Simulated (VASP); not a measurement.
# Si5P (F-43m) in VASP: notebook

Si5P is run at these levels: PBE; tasks: single point, relaxation of cell and atoms.

Everything below comes from runs of VASP 6.6.1. Logs are shortened: lines on timing, memory, paths and dates and some standing lists are left out, and cuts for length are marked.

### Step 1. The cell of the first run

Symmetry: F-43m, No. 216, cubic system. Conventional cell: a = 7.163 Å, b = 7.163 Å, c = 7.163 Å, α = 90.00°, β = 90.00°, γ = 90.00°. Si (site symmetry 3m) has 9 Si at 2.53 to 2.97 Å and 3 P at 2.97 Å within 3.3 Å. Within 3.9 Å of Si (site symmetry -43m) lie 12 Si at 2.97 Å and 4 P at 3.10 Å. P (site symmetry -43m) has 16 Si at 2.97 to 3.10 Å within 3.9 Å.

### Step 2. Single point, PBE

Contents of INCAR:

```
PREC = Accurate
ENCUT = 520
EDIFF = 1E-7
ISMEAR = 0
SIGMA = 0.1
LREAL = F
LASPH = T
NELM = 60
ALGO = Normal
ISIF = 2
LWAVE = F
LCHARG = F
GGA = PE
NBANDS = 22
```

Contents of KPOINTS:

```
regular mesh
0
Gamma
  4 4 4
```

Contents of POSCAR:

```
Si5P
1.0
    0.0000000000      3.5817215373      3.5817215373
    3.5817215373      0.0000000000      3.5817215373
    3.5817215373      3.5817215373      0.0000000000
Si P
5 1
Direct
    0.3750981219      0.8749672927      0.8749672927
    0.8749672927      0.3750981219      0.8749672927
    0.8749672927      0.8749672927      0.3750981219
    0.8749672927      0.8749672927      0.8749672927
    0.5000000000      0.5000000000      0.5000000000
    0.2500000000      0.2500000000      0.2500000000
```

Potentials or basis: VASP PAW PBE potentials, release 64 (Si, P).

Launch:

```sh
$ cat potpaw_PBE.64/Si/POTCAR potpaw_PBE.64/P/POTCAR > POTCAR
$ mpirun -np 1 vasp_std > vasp.out
```

OUTCAR:

```text
PREC = Accurate
   ENCUT = 520
   EDIFF = 1E-7
   ISMEAR = 0
   LREAL = F
   LASPH = T
   NELM = 60
   ISIF = 2
   GGA = PE

 ion  position               nearest neighbor table
   1  0.375  0.875  0.875-   2 2.53   3 2.53   4 2.53   2 2.53   3 2.53   4 2.53   5 2.97   5 2.97
                             5 2.97   6 2.97   6 2.97   6 2.97
   2  0.875  0.375  0.875-   1 2.53   3 2.53   4 2.53   1 2.53   3 2.53   4 2.53   5 2.97   5 2.97
                             5 2.97   6 2.97   6 2.97   6 2.97
   3  0.875  0.875  0.375-   1 2.53   2 2.53   4 2.53   2 2.53   1 2.53   4 2.53   5 2.97   5 2.97
                             5 2.97   6 2.97   6 2.97   6 2.97
   4  0.875  0.875  0.875-   1 2.53   2 2.53   3 2.53   1 2.53   2 2.53   3 2.53   5 2.97   5 2.97
                             5 2.97   6 2.97   6 2.97   6 2.97
   5  0.500  0.500  0.500-   1 2.97   2 2.97   3 2.97   1 2.97   2 2.97   4 2.97   1 2.97   3 2.97
                             4 2.97   2 2.97   3 2.97   4 2.97
   6  0.250  0.250  0.250-   2 2.97   3 2.97   4 2.97   1 2.97   3 2.97   4 2.97   1 2.97   2 2.97
                             4 2.97   1 2.97   2 2.97   3 2.97

  LATTYP: Found a face centered cubic cell.
 ALAT       =     7.1634430746

  Lattice vectors:

 A1 = (   0.0000000000,   3.5817215373,   3.5817215373)
 A2 = (   3.5817215373,   0.0000000000,   3.5817215373)
 A3 = (   3.5817215373,   3.5817215373,   0.0000000000)

Analysis of symmetry for initial positions (statically):
=====================================================================
 Subroutine PRICEL returns:
 Original cell was already a primitive cell.

 Routine SETGRP: Setting up the symmetry group for a
 face centered cubic supercell.

 Subroutine GETGRP returns: Found 24 space group operations
 (whereof 24 operations were pure point group operations)
 out of a pool of 48 trial point group operations.

The static configuration has the point symmetry T_d .

Analysis of symmetry for dynamics (positions and initial velocities):
=====================================================================
 Subroutine PRICEL returns:
 Original cell was already a primitive cell.

 Routine SETGRP: Setting up the symmetry group for a
 face centered cubic supercell.

 Subroutine GETGRP returns: Found 24 space group operations
 (whereof 24 operations were pure point group operations)
 out of a pool of 48 trial point group operations.

The dynamic configuration has the point symmetry T_d .

 Subroutine INISYM returns: Found 24 space group operations
 (whereof 24 operations are pure point group operations),
 and found     1 'primitive' translations

----------------------------------------------------------------------------------------

                                     Primitive cell

  volume of cell :      91.8979

  direct lattice vectors                    reciprocal lattice vectors
     0.000000000  3.581721537  3.581721537    -0.139597675  0.139597675  0.139597675
     3.581721537  0.000000000  3.581721537     0.139597675 -0.139597675  0.139597675
     3.581721537  3.581721537  0.000000000     0.139597675  0.139597675 -0.139597675

  length of vectors
     5.065319175  5.065319175  5.065319175     0.241790266  0.241790266  0.241790266

  position of ions in fractional coordinates (direct lattice)
     0.375098122  0.874967293  0.874967293
     0.874967293  0.375098122  0.874967293
     0.874967293  0.874967293  0.375098122
     0.874967293  0.874967293  0.874967293
     0.500000000  0.500000000  0.500000000
     0.250000000  0.250000000  0.250000000

  ion indices of the primitive-cell ions
   primitive index   ion index
                 1           1
                 2           2
                 3           3
                 4           4
                 5           5
                 6           6

----------------------------------------------------------------------------------------

 KPOINTS: regular mesh

Automatic generation of k-mesh.
 Grid dimensions read from file:
 generate k-points for:    4    4    4

 Generating k-lattice:

  Cartesian coordinates                     Fractional coordinates (reciprocal lattice)
    -0.034899419  0.034899419  0.034899419     0.250000000  0.000000000  0.000000000
     0.034899419 -0.034899419  0.034899419     0.000000000  0.250000000  0.000000000
     0.034899419  0.034899419 -0.034899419     0.000000000  0.000000000  0.250000000

  Length of vectors
     0.060447567  0.060447567  0.060447567

  Shift w.r.t. Gamma in fractional coordinates (k-lattice)
     0.000000000  0.000000000  0.000000000

 Subroutine IBZKPT returns following result:
 ===========================================

 Found      8 irreducible k-points:

 Following reciprocal coordinates:
            Coordinates               Weight
  0.000000  0.000000  0.000000      1.000000
  0.250000  0.000000  0.000000      8.000000
  0.500000  0.000000  0.000000      4.000000
  0.250000  0.250000  0.000000      6.000000
  0.500000  0.250000  0.000000     24.000000
 -0.250000  0.250000  0.000000     12.000000
  0.500000  0.500000  0.000000      3.000000
 -0.250000  0.500000  0.250000      6.000000
   k-points           NKPTS =      8   k-points in BZ     NKDIM =      8   number of bands    NBANDS=     22
   number of dos      NEDOS =    301   number of ions     NIONS =      6
   total plane-waves  NPLWV =  64000
   dimension x,y,z NGX =    40 NGY =   40 NGZ =   40
   dimension x,y,z NGXF=    80 NGYF=   80 NGZF=   80
   ions per type =               5   1
   NGX,Y,Z   is equivalent  to a cutoff of  13.13, 13.13, 13.13 a.u.
   NGXF,Y,Z  is equivalent  to a cutoff of  26.26, 26.26, 26.26 a.u.
 SYSTEM =  unknown system
   PREC   = accura    normal or accurate (medium, high low for compatibility)
   ISTART =      0    job   : 0-new  1-cont  2-samecut
   ICHARG =      2    charge: 1-file 2-atom 10-const
   ISPIN  =      1    spin polarized calculation?
   LNONCOLLINEAR =      F non collinear calculations
   LSORBIT =      F    spin-orbit coupling
   LASPH  =      T    aspherical Exc in radial PAW
   ENCUT  =  520.0 eV  38.22 Ry    6.18 a.u.   9.42  9.42  9.42*2*pi/ulx,y,z
   NELM   =     60;   NELMIN=  2; NELMDL= -5     # of ELM steps
   EDIFF  = 0.1E-06   stopping-criterion for ELM
   LREAL  =      F    real-space projection
   EDIFFG = 0.1E-05   stopping-criterion for IOM
   NSW    =      0    number of steps for IOM
   IBRION =     -1    ionic relax: 0-MD 1-quasi-New 2-CG
   NFREE  =      0    steps in history (QN), initial steepest desc. (CG)
   ISIF   =      2    stress and relaxation
   ISYM   =      2    0-nonsym 1-usesym 2-fastsym
   POTIM  = 0.5000    time-step for ionic-motion
   TEBEG  =    0.0;   TEEND  =   0.0 temperature during run
   PSTRESS=    0.0 pullay stress
   NELECT =      25.0000    total number of electrons
   NUPDOWN=      -1.0000    fix difference up-down
   EMIN   =  10.00;   EMAX   =-10.00  energy-range for DOS
   EFERMI =   0.00;   METHOD = LEGACY
   ISMEAR =     0;   SIGMA  =   0.10  broadening in eV -4-tet -1-fermi 0-gaus
   EFERMI_NEDOS =   21; number of points for ismear=-14 and -15
   IALGO  =     38    algorithm
   IMIX   =      4    mixing-type and parameters
     AMIX     =   0.40;   BMIX     =  1.00
     AMIX_MAG =   1.60;   BMIX_MAG =  1.00
  volume/ion in A,a.u.               =      15.32       103.36
  Fermi-wavevector in a.u.,A,eV,Ry     =   1.060766  2.004558 15.309615  1.125225
  Thomas-Fermi vector in A             =   2.196159
   LORBIT       =      0    0 simple, 1 ext, 2 COOP (PROOUT), +10 PAW based schemes
   GGA     = PE    functional components
   LHFCALC =     F    Hartree Fock is set to
   AEXX    =    0.0000 exact exchange contribution
   IVDW    =     0    specifies the selected vdW correction
   LEPSILON=     F    determine dielectric tensor
   LRPA    =     F    only Hartree local field effects (RPA)
 non-spin polarized calculation
 Gauss-broadening in eV      SIGMA  =   0.10
  energy-cutoff  :      520.00
  volume of cell :       91.90
 maximum number of plane-waves:      2493
 NGX is ok and might be reduce to    40
   NGX = 19   NGY = 19   NGZ = 19

 number of electron      24.9999998 magnetization

 Free energy of the ion-electron system (eV)
  ---------------------------------------------------
  ext. energy  EPLUGINS =         0.00000000
  ---------------------------------------------------
  free energy    TOTEN  =       -28.20820552 eV

  energy without entropy =      -28.19153423  energy(sigma->0) =      -28.19986988

 E-fermi :   9.2629     XC(G=0): -10.9809

 val. band max:        9.2225332062   @ k =   0.5000   0.5000   0.0000
 cond. band min:       9.2720210723   @ k =  -0.2500   0.5000   0.2500
 fundamental gap:      0.0494878661
 Fermi energy:         9.2628522915

 k-point     1 :       0.0000    0.0000    0.0000
  band No.  band energies     occupation
      1      -5.0931      2.00000
      2       0.6717      2.00000
      3       2.0816      2.00000
      4       3.7334      2.00000
      5       3.7334      2.00000
      6       3.7334      2.00000
[... 14 lines left out ...]
     21      17.0894      0.00000
     22      17.0900      0.00000

 k-point     2 :       0.2500    0.0000    0.0000
  band No.  band energies     occupation
      1      -4.5860      2.00000
      2      -0.6904      2.00000
      3       0.9671      2.00000
      4       2.7340      2.00000
      5       2.9649      2.00000
      6       2.9649      2.00000
[... 14 lines left out ...]
     21      16.6795      0.00000
     22      17.2900      0.00000

 k-point     3 :       0.5000    0.0000    0.0000
  band No.  band energies     occupation
      1      -3.3281      2.00000
      2      -2.7711      2.00000
      3       0.7272      2.00000
      4       2.0881      2.00000
      5       2.8270      2.00000
      6       2.8270      2.00000
[... 14 lines left out ...]
     21      14.4376      0.00000
     22      15.3810      0.00000
[... 76 lines left out ...]
 k-point     7 :       0.5000    0.5000    0.0000
  band No.  band energies     occupation
      1      -2.6279      2.00000
      2      -2.2298      2.00000
      3      -0.7716      2.00000
      4       0.7984      2.00000
      5       1.1971      2.00000
      6       1.1971      2.00000
[... 14 lines left out ...]
     21      12.9441      0.00000
     22      12.9441      0.00000

 k-point     8 :      -0.2500    0.5000    0.2500
  band No.  band energies     occupation
      1      -2.0316      2.00000
      2      -2.0111      2.00000
      3      -1.9690      2.00000
      4      -0.5413      2.00000
      5       3.2777      2.00000
      6       4.1311      2.00000
[... 14 lines left out ...]
     21      14.2590      0.00000
     22      14.4639      0.00000

------------------------ aborting loop because EDIFF is reached ----------------------------------------

  FORCE on cell =-STRESS in cart. coord.  units (eV):
  Direction    XX          YY          ZZ          XY          YZ          ZX
  --------------------------------------------------------------------------------------
  -------------------------------------------------------------------------------------
  Total        0.0564151      0.0564151      0.0564151      0.0000000      0.0000000      0.0000000
  in kB        0.9835598      0.9835598      0.9835598      0.0000000      0.0000000      0.0000000
  external PRESSURE =       0.9835598 kB  Pullay stress =       0.0000000 kB

 VOLUME and BASIS-vectors are now :
 -----------------------------------------------------------------------------
  energy-cutoff  :      520.00
  volume of cell :       91.90
      direct lattice vectors                 reciprocal lattice vectors
     0.000000000  3.581721537  3.581721537    -0.139597675  0.139597675  0.139597675
     3.581721537  0.000000000  3.581721537     0.139597675 -0.139597675  0.139597675
     3.581721537  3.581721537  0.000000000     0.139597675  0.139597675 -0.139597675

 POSITION                                       TOTAL-FORCE (eV/Angst)
 -----------------------------------------------------------------------------------
      6.26778      4.47739      4.47739         0.000673     -0.000673     -0.000673
      4.47739      6.26778      4.47739        -0.000673      0.000673     -0.000673
      4.47739      4.47739      6.26778        -0.000673     -0.000673      0.000673
      6.26778      6.26778      6.26778         0.000673      0.000673      0.000673
      3.58172      3.58172      3.58172        -0.000000     -0.000000     -0.000000
      1.79086      1.79086      1.79086        -0.000000     -0.000000     -0.000000
 -----------------------------------------------------------------------------------
    total drift:                                0.000000      0.000000     -0.000000

  FREE ENERGIE OF THE ION-ELECTRON SYSTEM (eV)
  ---------------------------------------------------
  free  energy   TOTEN  =       -28.2082055232 eV

  energy  without entropy=      -28.1915342309  energy(sigma->0) =      -28.19986988
```

It took 38 s on 1 thread of Intel Xeon 6975P-C, shared host; peak memory 0.23 GiB.

Results:

| Quantity | Value |
| --- | --- |
| Free energy | -28.2082 eV |
| Pressure | 0.1 GPa |

Caveat: the k points lie up to 0.38 Å⁻¹ apart.

### Step 3. Single point, PBE

This run uses another cell than the first one, of 16.74 Å³/atom, 1.093 times its volume.

Contents of INCAR:

```
PREC = Accurate
ENCUT = 520
EDIFF = 1E-6
ISMEAR = 0
SIGMA = 0.1
LREAL = F
LASPH = T
NELM = 80
ALGO = Normal
ISIF = 2
LWAVE = F
LCHARG = T
GGA = PE
LELF = T
LVHAR = T
NBANDS = 22
```

KPOINTS is that of step 2.

Contents of POSCAR:

```
Si5P
1.0
    0.0000000000      3.6897378100      3.6897378100
    3.6897378100      0.0000000000      3.6897378100
    3.6897378100      3.6897378100      0.0000000000
Si P
5 1
Direct
    0.3727328200      0.8757557300      0.8757557300
    0.8757557300      0.3727328200      0.8757557300
    0.8757557300      0.8757557300      0.3727328200
    0.8757557300      0.8757557300      0.8757557300
    0.5000000000      0.5000000000      0.5000000000
    0.2500000000      0.2500000000      0.2500000000
```

Potentials or basis: VASP PAW PBE potentials, release 64 (Si, P).

Launch:

```sh
$ cat potpaw_PBE.64/Si/POTCAR potpaw_PBE.64/P/POTCAR > POTCAR
$ mpirun -np 1 vasp_std > vasp.out
```

Run time: 36 s. Hardware: 1 thread of Intel Xeon 6975P-C, shared host; peak memory 0.23 GiB.

It converged, with:

```yaml
Free_energy: -28.0366 eV
Pressure: -6.0 GPa
Largest_force: 0.113 eV/Å
```

Forces on the atoms (eV/Å):
```
Si  -0.065  0.065  0.065
Si   0.065 -0.065  0.065
Si   0.065  0.065 -0.065
Si  -0.065 -0.065 -0.065
Si   0.000  0.000  0.000
P    0.000  0.000  0.000
```

Levels at points of the mesh, in eV from the Fermi level:
| k point | band 9 | band 10 | band 11 | band 12 | band 13 | band 14 | band 15 | band 16 | band 17 | band 18 |
| --- | --- | --- | --- | --- | --- | --- | --- | --- | --- | --- |
| (0.00, 0.00, 0.00) | -4.91 | -4.91 | -2.35 | -2.35 | -2.35 | -2.01 | -2.01 | 4.02 | 4.02 | 4.02 |
| (0.50, 0.00, 0.00) | -2.68 | -1.65 | -0.77 | -0.77 | -0.38 | -0.38 | 1.81 | 2.79 | 3.19 | 3.19 |
| (0.50, 0.50, 0.00) | -0.73 | -0.73 | -0.11 | -0.11 | 0.39 | 0.52 | 0.56 | 1.60 | 1.77 | 1.77 |

Caveat: the k points lie up to 0.37 Å⁻¹ apart.

(Continued in part 2 of 3.)
